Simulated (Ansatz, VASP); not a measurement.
# Two plane-wave programs on Fe

```
CELL_PARAMETERS angstrom
-1.41804 1.41804 1.41804
1.41804 -1.41804 1.41804
1.41804 1.41804 -1.41804
ATOMIC_POSITIONS crystal
Fe 0.00000 0.00000 0.00000
```

Alike in both runs: task single point; functional BLYP; k mesh 25 × 25 × 25; occupations fermi-dirac, width 0.05 eV; collinear spin.

|  | VASP | Ansatz |
| --- | --- | --- |
| version | VASP 6.6.1 | Ansatz 0.2.0 |
| potentials or method | VASP PAW PBE potentials, release 64 (Fe), cutoff 520 eV | plane waves (420 eV) with PAW, scalar-relativistic |
| valence electrons in the cell | 8 | 16 |

Ansatz gave:

| Quantity | Value |
| --- | --- |
| pressure (GPa) | 7.2 |
| net moment per atom (μB) | 2.15 |
| size of the moment on the site where the two differ most (μB) | 2.19 |

Which values does VASP return?

Pressure (GPa): 7.5; net moment per atom (μB): 2.16; size of the moment on the site where the two differ most (μB): 2.15.

VASP's potentials were made for PBE, not for BLYP. Site moments also hang on the region over which each program counts them. VASP's potentials hold 8 valence electrons a cell and Ansatz's 16, so a difference there can come from the potentials and not from the codes.
